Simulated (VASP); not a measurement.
# TiRh (P4/mmm) in VASP: further runs

The runs below take TiRh through single point, relaxation of cell and atoms, with LDA.

All numbers are computed with VASP 6.6.1; they aren't measurements. Logs are shortened: lines on timing, memory, paths and dates and some standing lists are left out, and cuts for length are marked.

**1. The cell of the first run**

Symmetry: P4/mmm, No. 123, tetragonal system. The conventional cell has a = 2.902 Å, b = 2.902 Å, c = 3.345 Å, α = 90.00°, β = 90.00°, γ = 90.00°. Within 3.5 Å of Ti (site symmetry 4/mmm) lie 8 Rh at 2.65 Å and 6 Ti at 2.90 to 3.35 Å. Rh (site symmetry 4/mmm) has 8 Ti at 2.65 Å and 6 Rh at 2.90 to 3.35 Å within 3.5 Å.

**2. Single point, LDA**

File INCAR:

```
SYSTEM = TiRh
PREC = Accurate
ENCUT = 520
EDIFF = 1E-6
ISMEAR = -1
SIGMA = 0.15
LREAL = .FALSE.
LASPH = .TRUE.
NELM = 100
ALGO = Normal
ISIF = 2
LWAVE = .FALSE.
LCHARG = .FALSE.
GGA = CA
NBANDS = 20
```

File KPOINTS:

```
regular mesh
0
G
  14 14 12
  0 0 0
```

File POSCAR:

```
TiRh
1.0
    2.9018926586      0.0000000000      0.0000000000
    0.0000000000      2.9018926586      0.0000000000
    0.0000000000      0.0000000000      3.3451473720
Ti Rh
1 1
Direct
    0.5000000000      0.5000000000      0.5000000000
    0.0000000000      0.0000000000      0.0000000000
```

Potentials or basis: VASP PAW LDA potentials, release 64 (Ti_sv, Rh_pv).

The run is started by

```bash
$ cat potpaw_LDA.64/Ti_sv/POTCAR potpaw_LDA.64/Rh_pv/POTCAR > POTCAR
$ mpirun -np 1 vasp_std > vasp.out
```

OUTCAR:

```text
SYSTEM = TiRh
   PREC = Accurate
   ENCUT = 520
   EDIFF = 1E-6
   ISMEAR = -1
   LREAL = .FALSE.
   LASPH = .TRUE.
   NELM = 100
   ISIF = 2
   GGA = CA

 ion  position               nearest neighbor table
   1  0.500  0.500  0.500-   2 2.65   2 2.65   2 2.65   2 2.65   2 2.65   2 2.65   2 2.65   2 2.65

   2  0.000  0.000  0.000-   1 2.65   1 2.65   1 2.65   1 2.65   1 2.65   1 2.65   1 2.65   1 2.65

  LATTYP: Found a simple tetragonal cell.
 ALAT       =     2.9018926586
 C/A-ratio  =     1.1527467641

  Lattice vectors:

 A1 = (   2.9018926586,   0.0000000000,   0.0000000000)
 A2 = (   0.0000000000,   2.9018926586,   0.0000000000)
 A3 = (   0.0000000000,   0.0000000000,   3.3451473720)

Analysis of symmetry for initial positions (statically):
=====================================================================
 Subroutine PRICEL returns:
 Original cell was already a primitive cell.

 Routine SETGRP: Setting up the symmetry group for a
 simple tetragonal supercell.

 Subroutine GETGRP returns: Found 16 space group operations
 (whereof 16 operations were pure point group operations)
 out of a pool of 16 trial point group operations.

The static configuration has the point symmetry D_4h.

Analysis of symmetry for dynamics (positions and initial velocities):
=====================================================================
 Subroutine PRICEL returns:
 Original cell was already a primitive cell.

 Routine SETGRP: Setting up the symmetry group for a
 simple tetragonal supercell.

 Subroutine GETGRP returns: Found 16 space group operations
 (whereof 16 operations were pure point group operations)
 out of a pool of 16 trial point group operations.

The dynamic configuration has the point symmetry D_4h.

 Subroutine INISYM returns: Found 16 space group operations
 (whereof 16 operations are pure point group operations),
 and found     1 'primitive' translations

----------------------------------------------------------------------------------------

                                     Primitive cell

  volume of cell :      28.1694

  direct lattice vectors                    reciprocal lattice vectors
     2.901892659  0.000000000  0.000000000     0.344602684  0.000000000  0.000000000
     0.000000000  2.901892659  0.000000000     0.000000000  0.344602684  0.000000000
     0.000000000  0.000000000  3.345147372     0.000000000  0.000000000  0.298940492

  length of vectors
     2.901892659  2.901892659  3.345147372     0.344602684  0.344602684  0.298940492

  position of ions in fractional coordinates (direct lattice)
     0.500000000  0.500000000  0.500000000
     0.000000000  0.000000000  0.000000000

  ion indices of the primitive-cell ions
   primitive index   ion index
                 1           1
                 2           2

----------------------------------------------------------------------------------------

 KPOINTS: regular mesh

Automatic generation of k-mesh.
 Grid dimensions read from file:
 generate k-points for:   14   14   12

 Generating k-lattice:

  Cartesian coordinates                     Fractional coordinates (reciprocal lattice)
     0.024614477  0.000000000  0.000000000     0.071428571  0.000000000  0.000000000
     0.000000000  0.024614477  0.000000000     0.000000000  0.071428571  0.000000000
     0.000000000  0.000000000  0.024911708     0.000000000  0.000000000  0.083333333

  Length of vectors
     0.024614477  0.024614477  0.024911708

  Shift w.r.t. Gamma in fractional coordinates (k-lattice)
     0.000000000  0.000000000  0.000000000

 Subroutine IBZKPT returns following result:
 ===========================================

 Found    252 irreducible k-points:

 Following reciprocal coordinates:
            Coordinates               Weight
  0.000000  0.000000  0.000000      1.000000
  0.071429  0.000000  0.000000      4.000000
  0.142857  0.000000  0.000000      4.000000
  0.214286  0.000000  0.000000      4.000000
  0.285714  0.000000  0.000000      4.000000
  0.357143  0.000000  0.000000      4.000000
[... 16 lines left out ...]
  0.285714  0.214286  0.000000      8.000000
  0.357143  0.214286  0.000000      8.000000
 [... further k-points ...]
   k-points           NKPTS =    252   k-points in BZ     NKDIM =    252   number of bands    NBANDS=     20
   number of dos      NEDOS =    301   number of ions     NIONS =      2
   total plane-waves  NPLWV =  16128
   dimension x,y,z NGX =    24 NGY =   24 NGZ =   28
   dimension x,y,z NGXF=    48 NGYF=   48 NGZF=   56
   ions per type =               1   1
   NGX,Y,Z   is equivalent  to a cutoff of  13.75, 13.75, 13.92 a.u.
   NGXF,Y,Z  is equivalent  to a cutoff of  27.50, 27.50, 27.83 a.u.
 SYSTEM =  TiRh
   PREC   = accura    normal or accurate (medium, high low for compatibility)
   ISTART =      0    job   : 0-new  1-cont  2-samecut
   ICHARG =      2    charge: 1-file 2-atom 10-const
   ISPIN  =      1    spin polarized calculation?
   LNONCOLLINEAR =      F non collinear calculations
   LSORBIT =      F    spin-orbit coupling
   LASPH  =      T    aspherical Exc in radial PAW
   ENCUT  =  520.0 eV  38.22 Ry    6.18 a.u.   5.40  5.40  6.22*2*pi/ulx,y,z
   NELM   =    100;   NELMIN=  2; NELMDL= -5     # of ELM steps
   EDIFF  = 0.1E-05   stopping-criterion for ELM
   LREAL  =      F    real-space projection
   EDIFFG = 0.1E-04   stopping-criterion for IOM
   NSW    =      0    number of steps for IOM
   IBRION =     -1    ionic relax: 0-MD 1-quasi-New 2-CG
   NFREE  =      0    steps in history (QN), initial steepest desc. (CG)
   ISIF   =      2    stress and relaxation
   ISYM   =      2    0-nonsym 1-usesym 2-fastsym
   POTIM  = 0.5000    time-step for ionic-motion
   TEBEG  =    0.0;   TEEND  =   0.0 temperature during run
   PSTRESS=    0.0 pullay stress
   NELECT =      27.0000    total number of electrons
   NUPDOWN=      -1.0000    fix difference up-down
   EMIN   =  10.00;   EMAX   =-10.00  energy-range for DOS
   EFERMI =   0.00;   METHOD = LEGACY
   ISMEAR =    -1;   SIGMA  =   0.15  broadening in eV -4-tet -1-fermi 0-gaus
   EFERMI_NEDOS =   21; number of points for ismear=-14 and -15
   IALGO  =     38    algorithm
   IMIX   =      4    mixing-type and parameters
     AMIX     =   0.40;   BMIX     =  1.00
     AMIX_MAG =   1.60;   BMIX_MAG =  1.00
  volume/ion in A,a.u.               =      14.08        95.05
  Fermi-wavevector in a.u.,A,eV,Ry     =   1.614124  3.050251 35.448548  2.605395
  Thomas-Fermi vector in A             =   2.709083
   LORBIT       =      0    0 simple, 1 ext, 2 COOP (PROOUT), +10 PAW based schemes
   GGA     = CA    functional components
   LHFCALC =     F    Hartree Fock is set to
   AEXX    =    0.0000 exact exchange contribution
   IVDW    =     0    specifies the selected vdW correction
   LEPSILON=     F    determine dielectric tensor
   LRPA    =     F    only Hartree local field effects (RPA)
 non-spin polarized calculation
  energy-cutoff  :      520.00
  volume of cell :       28.17
 maximum number of plane-waves:       797
 NGX is ok and might be reduce to    24
   NGX = 11   NGY = 11   NGZ = 13

 number of electron      27.0000009 magnetization

 Free energy of the ion-electron system (eV)
  ---------------------------------------------------
  ext. energy  EPLUGINS =         0.00000000
  ---------------------------------------------------
  free energy    TOTEN  =       -18.82827562 eV

  energy without entropy =      -18.67101144  energy(sigma->0) =      -18.74964353

 E-fermi :  11.2886     XC(G=0): -13.5167

 val. band max:       11.2863330165   @ k =   0.4286   0.2857   0.3333
 cond. band min:      11.2910046910   @ k =   0.5000   0.2143   0.3333
 fundamental gap:      0.0046716745
 Fermi energy:        11.2886254419

 k-point     1 :       0.0000    0.0000    0.0000
  band No.  band energies     occupation
      1     -45.2734      2.00000
      2     -35.3244      2.00000
      3     -35.2389      2.00000
      4     -35.2389      2.00000
      5     -21.8560      2.00000
      6     -21.7041      2.00000
[... 12 lines left out ...]
     19      17.7419      0.00000
     20      21.9931      0.00000

 k-point     2 :       0.0714    0.0000    0.0000
  band No.  band energies     occupation
      1     -45.2714      2.00000
      2     -35.3232      2.00000
      3     -35.2477      2.00000
      4     -35.2379      2.00000
      5     -21.8553      2.00000
      6     -21.7247      2.00000
[... 12 lines left out ...]
     19      18.2069      0.00000
     20      21.5167      0.00000

 k-point     3 :       0.1429    0.0000    0.0000
  band No.  band energies     occupation
      1     -45.2658      2.00000
      2     -35.3199      2.00000
      3     -35.2724      2.00000
      4     -35.2354      2.00000
      5     -21.8534      2.00000
      6     -21.7821      2.00000
[... 12 lines left out ...]
     19      19.2850      0.00000
     20      20.3637      0.00000

 k-point     4 :       0.2143    0.0000    0.0000
  band No.  band energies     occupation
      1     -45.2576      2.00000
      2     -35.3152      2.00000
      3     -35.3078      2.00000
      4     -35.2317      2.00000
      5     -21.8643      2.00000
      6     -21.8507      2.00000
[... 12 lines left out ...]
     19      18.9591      0.00000
     20      20.6384      0.00000

 k-point     5 :       0.2857    0.0000    0.0000
  band No.  band energies     occupation
      1     -45.2486      2.00000
      2     -35.3470      2.00000
      3     -35.3099      2.00000
      4     -35.2275      2.00000
      5     -21.9545      2.00000
      6     -21.8477      2.00000
[... 12 lines left out ...]
     19      17.5796      0.00000
     20      22.1298      0.00000

 k-point     6 :       0.3571    0.0000    0.0000
  band No.  band energies     occupation
      1     -45.2404      2.00000
      2     -35.3821      2.00000
      3     -35.3052      2.00000
      4     -35.2238      2.00000
      5     -22.0350      2.00000
      6     -21.8450      2.00000
[... 12 lines left out ...]
     19      16.4316      0.00000
     20      23.6859      0.00000

 k-point     7 :       0.4286    0.0000    0.0000
  band No.  band energies     occupation
      1     -45.2348      2.00000
      2     -35.4063      2.00000
      3     -35.3019      2.00000
      4     -35.2212      2.00000
      5     -22.0901      2.00000
      6     -21.8432      2.00000
[... 12 lines left out ...]
     19      15.7128      0.00000
     20      25.2221      0.00000
[... 277 lines left out ...]
 k-point    20 :       0.4286    0.1429    0.0000
  band No.  band energies     occupation
      1     -45.2258      2.00000
      2     -35.4053      2.00000
      3     -35.2983      2.00000
      4     -35.2573      2.00000
      5     -22.0758      2.00000
      6     -21.8346      2.00000
[... 12 lines left out ...]
     19      15.8389      0.00000
     20      25.3693      0.00000

 k-point    21 :       0.5000    0.1429    0.0000
  band No.  band energies     occupation
      1     -45.2237      2.00000
      2     -35.4140      2.00000
      3     -35.2972      2.00000
      4     -35.2565      2.00000
      5     -22.0948      2.00000
      6     -21.8336      2.00000
[... 12 lines left out ...]
     19      15.4800      0.00000
     20      26.0368      0.00000

 k-point    22 :       0.2143    0.2143    0.0000
  band No.  band energies     occupation
      1     -45.2407      2.00000
      2     -35.3068      2.00000
      3     -35.3058      2.00000
      4     -35.2997      2.00000
      5     -21.8596      2.00000
      6     -21.8403      2.00000
[... 12 lines left out ...]
     19      19.7046      0.00000
     20      21.5674      0.00000

 k-point    23 :       0.2857    0.2143    0.0000
  band No.  band energies     occupation
      1     -45.2310      2.00000
      2     -35.3434      2.00000
      3     -35.3019      2.00000
      4     -35.2997      2.00000
      5     -21.9338      2.00000
      6     -21.8349      2.00000
[... 12 lines left out ...]
     19      18.5074      0.00000
     20      22.1189      0.00000

 k-point    24 :       0.3571    0.2143    0.0000
  band No.  band energies     occupation
      1     -45.2223      2.00000
      2     -35.3794      2.00000
      3     -35.2976      2.00000
      4     -35.2972      2.00000
      5     -22.0088      2.00000
      6     -21.8291      2.00000
[... 12 lines left out ...]
     19      17.0967      0.00000
     20      23.0422      0.00000

 [... further k-points ...]
[... 5 lines left out ...]
  --------------------------------------------------------------------------------------
  -------------------------------------------------------------------------------------
  Total        0.0765401      0.0765401      0.0785643      0.0000000      0.0000000     -0.0000000
  in kB        4.3533329      4.3533329      4.4684612      0.0000000      0.0000000     -0.0000000
  external PRESSURE =       4.3917090 kB  Pullay stress =       0.0000000 kB

 VOLUME and BASIS-vectors are now :
 -----------------------------------------------------------------------------
  energy-cutoff  :      520.00
  volume of cell :       28.17
      direct lattice vectors                 reciprocal lattice vectors
     2.901892659  0.000000000  0.000000000     0.344602684  0.000000000  0.000000000
     0.000000000  2.901892659  0.000000000     0.000000000  0.344602684  0.000000000
     0.000000000  0.000000000  3.345147372     0.000000000  0.000000000  0.298940492

 POSITION                                       TOTAL-FORCE (eV/Angst)
 -----------------------------------------------------------------------------------
      1.45095      1.45095      1.67257         0.000000      0.000000      0.000000
      0.00000      0.00000      0.00000         0.000000      0.000000      0.000000
 -----------------------------------------------------------------------------------
    total drift:                                0.000000      0.000000     -0.000000

  FREE ENERGIE OF THE ION-ELECTRON SYSTEM (eV)
  ---------------------------------------------------
  free  energy   TOTEN  =       -18.8282756196 eV

  energy  without entropy=      -18.6710114377  energy(sigma->0) =      -18.74964353
```

Wall time 78 s (1 thread of Intel Xeon Platinum 8488C (Sapphire Rapids), shared host); peak memory 0.25 GiB.

Results:

```yaml
Free_energy: -18.8283 eV
Pressure: 0.4 GPa
```

Levels at points of the mesh, in eV from the Fermi level:
```tsv
k point	band 11	band 12	band 13	band 14	band 15	band 16
(0.00, 0.00, 0.00)	-2.53	-2.53	-1.62	0.27	1.43	2.83
(0.50, 0.00, 0.00)	-3.18	-2.43	-1.67	-0.97	-0.29	0.75
(0.50, 0.50, 0.00)	-4.48	-0.21	0.97	1.85	1.85	2.37
(0.00, 0.00, 0.50)	-2.22	-2.22	-1.36	-1.23	-0.57	0.99
(0.50, 0.00, 0.50)	-3.17	-1.51	0.34	0.73	0.74	0.81
(0.50, 0.50, 0.50)	-2.19	-1.54	-1.54	-1.05	-0.19	2.40
```

**3. Relaxation of cell and atoms, LDA**

File INCAR:

```
SYSTEM = TiRh
PREC = Accurate
ENCUT = 600
EDIFF = 1E-7
ISMEAR = -1
SIGMA = 0.15
LREAL = .FALSE.
LASPH = .TRUE.
NELM = 100
ALGO = Normal
ISIF = 3
LWAVE = .FALSE.
LCHARG = .FALSE.
GGA = CA
IBRION = 2
NSW = 80
EDIFFG = -0.001
```

File KPOINTS:

```
Automatic mesh
0
G
  14 14 12
  0 0 0
```

File POSCAR:

```
TiRh
1.0
    2.9001087339      0.0000000000      0.0000000000
    0.0000000000      2.9001087339      0.0000000000
    0.0000000000      0.0000000000      3.3426011903
Ti Rh
1 1
Direct
    0.5000000000      0.5000000000      0.5000000000
    0.0000000000      0.0000000000      0.0000000000
```

Potentials or basis: VASP PAW LDA potentials, release 64 (Ti_sv, Rh_pv).

The run is started by

```bash
$ cat potpaw_LDA.64/Ti_sv/POTCAR potpaw_LDA.64/Rh_pv/POTCAR > POTCAR
$ mpirun -np 1 vasp_std > vasp.out
```

It took 2.8 min on 1 thread of Intel Xeon Platinum 8488C (Sapphire Rapids), shared host; peak memory 0.27 GiB.

The run converged. Its results:

```
Free energy                            : -18.8279 eV
Relaxed volume                         : 14.11 Å³/atom
Relaxed cell                           : a = 2.904 Å, b = 2.904 Å, c = 3.347 Å, α = 90.00°, β = 90.00°, γ = 90.00°
Space group after relaxing (to 0.05 Å) : P4/mmm (No. 123)
Energy gained by relaxing              : 0.1 meV/atom
Ionic steps                            : 3
Pressure after relaxing                : 0.0 GPa
```

Step by step:
```tsv
step	energy change (eV)	largest force (eV/Å)	pressure (GPa)	volume (Å³)
1	0.0000	0.0000	0.87	28.11
2	0.0007	0.0000	-1.58	28.43
3	-0.0003	0.0000	0.00	28.22
```

Final structure:
```cif
data_structure
_symmetry_space_group_name_H-M 'P 1'
_symmetry_Int_Tables_number 1
_cell_length_a 2.9038
_cell_length_b 2.9038
_cell_length_c 3.3470
_cell_angle_alpha 90.000
_cell_angle_beta 90.000
_cell_angle_gamma 90.000
_cell_volume 28.22
loop_
_atom_site_label
_atom_site_type_symbol
_atom_site_fract_x
_atom_site_fract_y
_atom_site_fract_z
_atom_site_occupancy
Ti1 Ti 0.50000 0.50000 0.50000 1
Rh1 Rh 0.00000 0.00000 0.00000 1
```

Levels at points of the mesh, in eV from the Fermi level:
| k point | band 11 | band 12 | band 13 | band 14 | band 15 | band 16 |
| --- | --- | --- | --- | --- | --- | --- |
| (0.00, 0.00, 0.00) | -2.52 | -2.52 | -1.62 | 0.27 | 1.43 | 2.83 |
| (0.50, 0.00, 0.00) | -3.17 | -2.43 | -1.67 | -0.96 | -0.29 | 0.75 |
| (0.50, 0.50, 0.00) | -4.47 | -0.21 | 0.97 | 1.84 | 1.84 | 2.36 |
| (0.00, 0.00, 0.50) | -2.22 | -2.22 | -1.35 | -1.22 | -0.57 | 0.99 |
| (0.50, 0.00, 0.50) | -3.16 | -1.51 | 0.34 | 0.73 | 0.74 | 0.81 |
| (0.50, 0.50, 0.50) | -2.19 | -1.54 | -1.54 | -1.05 | -0.19 | 2.40 |
